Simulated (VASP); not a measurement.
# TePb in VASP: notebook, part 2 of 2

VASP 6.6.1.

## (4) Single point, PBE

File INCAR:

```
SYSTEM = TePb
PREC = Accurate
ENCUT = 520
EDIFF = 1E-6
ISMEAR = -1
SIGMA = 0.1
LREAL = .False.
LASPH = .True.
NELM = 80
ALGO = Normal
ISIF = 2
LWAVE = .False.
LCHARG = .False.
GGA = PE
NBANDS = 17
```

File KPOINTS:

```
regular mesh
0
Gamma
  5 5 5
  0 0 0
```

File POSCAR:

```
TePb
1.0
    0.0000000000      3.2310000000      3.2310000000
    3.2310000000      0.0000000000      3.2310000000
    3.2310000000      3.2310000000      0.0000000000
Pb Te
1 1
Direct
    0.0038285361     -0.0000937790     -0.0057338285
    0.4937828846      0.5001524296      0.5093105850
```

Potentials or basis: VASP PAW PBE potentials, release 64 (Pb_d, Te).

Command:

```
$ cat potpaw_PBE.64/Pb_d/POTCAR potpaw_PBE.64/Te/POTCAR > POTCAR
$ mpirun -np 1 vasp_std > vasp.out
```

OUTCAR:

```text
SYSTEM = TePb
   PREC = Accurate
   ENCUT = 520
   EDIFF = 1E-6
   ISMEAR = -1
   LREAL = .False.
   LASPH = .True.
   NELM = 80
   ISIF = 2
   GGA = PE

 ion  position               nearest neighbor table
   1  0.004  1.000  0.994-   2 3.18   2 3.20   2 3.22   2 3.25   2 3.26   2 3.28
   2  0.494  0.500  0.509-   1 3.18   1 3.20   1 3.22   1 3.25   1 3.26   1 3.28

  LATTYP: Found a face centered cubic cell.
 ALAT       =     6.4620000000

  Lattice vectors:

 A1 = (   0.0000000000,   3.2310000000,   3.2310000000)
 A2 = (   3.2310000000,   0.0000000000,   3.2310000000)
 A3 = (   3.2310000000,   3.2310000000,   0.0000000000)

Analysis of symmetry for initial positions (statically):
=====================================================================
 Subroutine PRICEL returns:
 Original cell was already a primitive cell.

 Routine SETGRP: Setting up the symmetry group for a
 face centered cubic supercell.

 Subroutine GETGRP returns: Found  1 space group operations
 (whereof  1 operations were pure point group operations)
 out of a pool of 48 trial point group operations.

[... 159 lines left out ...]

  energy without entropy =       -7.50146165  energy(sigma->0) =       -7.50181358

 E-fermi :   6.1036     XC(G=0):  -9.3010

 val. band max:        5.4625117532   @ k =   0.0000  -0.2000   0.2000
 cond. band min:       6.6717452008   @ k =   0.0000   0.4000   0.0000
 fundamental gap:      1.2092334475
 Fermi energy:         6.1036274238

 k-point     1 :       0.0000    0.0000    0.0000
  band No.  band energies     occupation
      1     -11.0955      2.00000
      2     -11.0954      2.00000
      3     -11.0861      2.00000
      4     -11.0857      2.00000
      5     -11.0856      2.00000
      6      -6.3996      2.00000
[... 457 lines left out ...]
      4     -11.0716      2.00000
      5     -11.0678      2.00000
      6      -5.2773      2.00000
[... 9 lines left out ...]
     16      14.9479      0.00000
     17      15.6187      0.00000

 [... further k-points ...]

------------------------ aborting loop because EDIFF is reached ----------------------------------------

  FORCE on cell =-STRESS in cart. coord.  units (eV):
  Direction    XX          YY          ZZ          XY          YZ          ZX
  --------------------------------------------------------------------------------------
  -------------------------------------------------------------------------------------
  Total        0.9090030      0.8728250      0.8851652      0.0022668     -0.0014676     -0.0044270
  in kB       21.5891255     20.7298858     21.0229698      0.0538368     -0.0348554     -0.1051435
  external PRESSURE =      21.1139937 kB  Pullay stress =       0.0000000 kB

 VOLUME and BASIS-vectors are now :
 -----------------------------------------------------------------------------
  energy-cutoff  :      520.00
  volume of cell :       67.46
      direct lattice vectors                 reciprocal lattice vectors
     0.000000000  3.231000000  3.231000000    -0.154750851  0.154750851  0.154750851
     3.231000000  0.000000000  3.231000000     0.154750851 -0.154750851  0.154750851
     3.231000000  3.231000000  0.000000000     0.154750851  0.154750851 -0.154750851

 POSITION                                       TOTAL-FORCE (eV/Angst)
 -----------------------------------------------------------------------------------
      6.44317      3.22484      3.24307         0.020187      0.006244     -0.012478
      3.26158      3.24100      3.21141        -0.020187     -0.006244      0.012478
 -----------------------------------------------------------------------------------
    total drift:                                0.000097     -0.000062      0.000046

  FREE ENERGIE OF THE ION-ELECTRON SYSTEM (eV)
  ---------------------------------------------------
  free  energy   TOTEN  =        -7.5021655134 eV

  energy  without entropy=       -7.5014616491  energy(sigma->0) =       -7.50181358
```

It took 51 s on 1 thread of Intel Xeon Platinum 8375C at 2.90GHz (Ice Lake), shared host; peak memory 0.24 GiB.

Results:

- Free energy: -7.5022 eV
- Pressure: 2.1 GPa
- Largest force: 0.025 eV/Å
- Band gap on the k mesh: 1.21 eV (least direct gap 1.23 eV)

Forces in eV/Å, atoms in the order of the input:
```
Pb   0.020  0.006 -0.012
Te  -0.020 -0.006  0.012
```

Levels at points of the mesh, in eV from the valence-band top:
| k point | band 6 | band 7 | band 8 | band 9 | band 10 | band 11 | band 12 | band 13 | band 14 | band 15 |
| --- | --- | --- | --- | --- | --- | --- | --- | --- | --- | --- |
| (0.00, 0.00, 0.00) | -11.86 | -5.43 | -1.19 | -1.19 | -1.18 | 4.22 | 4.23 | 4.24 | 5.96 | 5.97 |

Caveat: spin-orbit coupling is left out, which moves the levels of the heavy elements; an odd mesh through Γ misses points on the zone boundary, where band edges can lie.

## (5) Single point, PBE

File INCAR:

```
SYSTEM = TePb
PREC = Accurate ; ENCUT = 520
EDIFF = 1E-6 ; ISMEAR = -1
SIGMA = 0.1 ; LREAL = .FALSE.
LASPH = .TRUE. ; NELM = 100
ALGO = Normal ; ISIF = 2
LWAVE = .FALSE. ; LCHARG = .FALSE.
GGA = PE ; NBANDS = 17
```

File KPOINTS:

```
regular mesh
0
G
  5 5 5
  0 0 0
```

File POSCAR:

```
TePb
1.0
    0.0000000000      3.2310000000      3.2310000000
    3.2310000000      0.0000000000      3.2310000000
    3.2310000000      3.2310000000      0.0000000000
Pb Te
1 1
Direct
    0.0054606933     -0.0001335500     -0.0081781182
    0.4911329310      0.5002168059      0.5132796348
```

Command:

```
$ cat potpaw_PBE.64/Pb_d/POTCAR potpaw_PBE.64/Te/POTCAR > POTCAR
$ mpirun -np 1 vasp_std > vasp.out
```

It took 56 s on 1 thread of Intel Xeon Platinum 8375C at 2.90GHz (Ice Lake), shared host; peak memory 0.24 GiB.

The run converged. Its results:

* Free energy: -7.5013 eV
* Pressure: 2.2 GPa
* Largest force: 0.039 eV/Å
* Band gap on the k mesh: 1.21 eV (least direct gap 1.23 eV)

Forces on the atoms (eV/Å):
```
Pb   0.033  0.010 -0.020
Te  -0.033 -0.010  0.020
```

Stress tensor (GPa, compression positive):
```
 2.25  0.01 -0.02
 0.01  2.08 -0.01
-0.02 -0.01  2.14
```

Levels at points of the mesh, in eV from the valence-band top:
```csv
k point,band 8,band 9,band 10,band 11,band 12,band 13
"(0.00, 0.00, 0.00)",-1.20,-1.19,-1.18,4.19,4.21,4.24
```

Caveat: spin-orbit coupling is left out, which moves the levels of the heavy elements; an odd mesh through Γ misses points on the zone boundary, where band edges can lie.

## (6) Molecular dynamics, PBE

File INCAR:

```
ALGO     = Normal         # electronic algorithm
ANDERSEN_PROB= 0.0          
EDIFF    = 1E-5           # SCF threshold, eV
ENCUT    = 520            # plane-wave cutoff, eV
GGA      = PE             # functional
IBRION   = 0              # ionic algorithm
ISIF     = 2              # what is computed and relaxed
ISMEAR   = -1             # smearing method
ISYM     = 0            
LASPH    = True           # aspherical terms in the spheres
LCHARG   = True           # write CHGCAR
LREAL    = False          # projectors in reciprocal space
LWAVE    = False          # write WAVECAR
MDALGO   = 1            
NELM     = 60             # most SCF steps
NELMIN   = 4            
NSW      = 20             # ionic steps
POTIM    = 1.0            # step
PREC     = Accurate       # precision mode
RANDOM_SEED= 197 0 0      
SIGMA    = 0.1            # smearing width, eV
TEBEG    = 600.0        
TEEND    = 600.0
```

File KPOINTS:

```
k-points
0
Gamma
  5 5 5
```

File POSCAR:

```
TePb
1.0
    0.0000000000      3.2310000000      3.2310000000
    3.2310000000      0.0000000000      3.2310000000
    3.2310000000      3.2310000000      0.0000000000
Pb Te
1 1
Direct
    0.0000000000      0.0000000000      0.0000000000
    0.5000000000      0.5000000000      0.5000000000
```

Potentials or basis: VASP PAW PBE potentials, release 64 (Pb_d, Te).

Command:

```
$ cat potpaw_PBE.64/Pb_d/POTCAR potpaw_PBE.64/Te/POTCAR > POTCAR
$ mpirun -np 1 vasp_std > vasp.out
```

Wall time 4.3 min (1 thread of Intel Xeon Platinum 8375C at 2.90GHz (Ice Lake), shared host); peak memory 0.31 GiB.

The path:
```tsv
step	potential energy change (eV)	largest force (eV/Å)	pressure (GPa)	volume (Å³)	temperature (K)
1	0.0000	0.0000	2.09	67.46	600
2	0.0000	0.0116	2.08	67.46	600
3	0.0000	0.0067	2.09	67.46	600
4	0.0000	0.0045	2.10	67.46	600
5	0.0001	0.0061	2.09	67.46	599
6	0.0001	0.0094	2.10	67.46	599
7	0.0001	0.0114	2.10	67.46	599
8	0.0002	0.0112	2.10	67.46	599
9	0.0002	0.0128	2.10	67.46	598
10	0.0003	0.0146	2.11	67.46	598
11	0.0003	0.0171	2.11	67.46	597
12	0.0004	0.0189	2.12	67.46	597
13	0.0005	0.0204	2.12	67.46	596
14	0.0006	0.0225	2.13	67.46	595
15	0.0007	0.0247	2.13	67.46	594
16	0.0008	0.0273	2.14	67.46	594
17	0.0009	0.0296	2.14	67.46	593
18	0.0011	0.0319	2.15	67.46	592
19	0.0012	0.0346	2.16	67.46	590
20	0.0014	0.0373	2.17	67.46	589
```

Caveat: this odd mesh misses L, so gap, dielectric constants and Born charges aren't listed; spin-orbit coupling is left out, which moves the levels of the heavy elements.

## (7) Overview

| task | level | spin | cell | k mesh | smearing | grid for exact exchange (PRECFOCK) | share of exact exchange | screening parameter | dipole correction | gap on the mesh (eV) | pressure (GPa) | largest force (eV/Å) |
| --- | --- | --- | --- | --- | --- | --- | --- | --- | --- | --- | --- | --- |
| single point | HSE06 | SOC, no magnetisation | as given, atomic positions A | 6 × 6 × 6 | gaussian 0.02 eV | Fast | 0.25 | 0.2 1/Å | - | - | 0.8 | - |
| single point | PBE | off | as given, atomic positions B | 5 × 5 × 5 | fermi-dirac 0.1 eV | - | - | - | no | 1.21 | 2.1 | 0.01 |
| single point | PBE | off | as given, atomic positions C | 5 × 5 × 5 | fermi-dirac 0.1 eV | - | - | - | no | 1.21 | 2.1 | 0.02 |
| single point | PBE | off | as given, atomic positions D | 5 × 5 × 5 | fermi-dirac 0.1 eV | - | - | - | no | 1.21 | 2.2 | 0.04 |
| molecular dynamics | PBE | off | as given, atomic positions A | 5 × 5 × 5 | fermi-dirac 0.1 eV | - | - | - | no | - | - | - |

Alike in all rows: potentials or basis VASP PAW PBE potentials, release 64 (Pb_d, Te); cutoff (eV) 520.

The pressure there spans 0.8 GPa (HSE06) to 2.2 GPa (PBE); a positive pressure means that this level wants a larger cell, a negative one a smaller.

Caveats: spin-orbit coupling is left out, which moves the levels of the heavy elements (at least some runs); an odd mesh through Γ misses points on the zone boundary, where band edges can lie (at least some runs); the PAW data sets were made with another functional, which shifts forces and pressure a little (at least some runs).

Absolute energies hang on the potentials; compare differences alone.
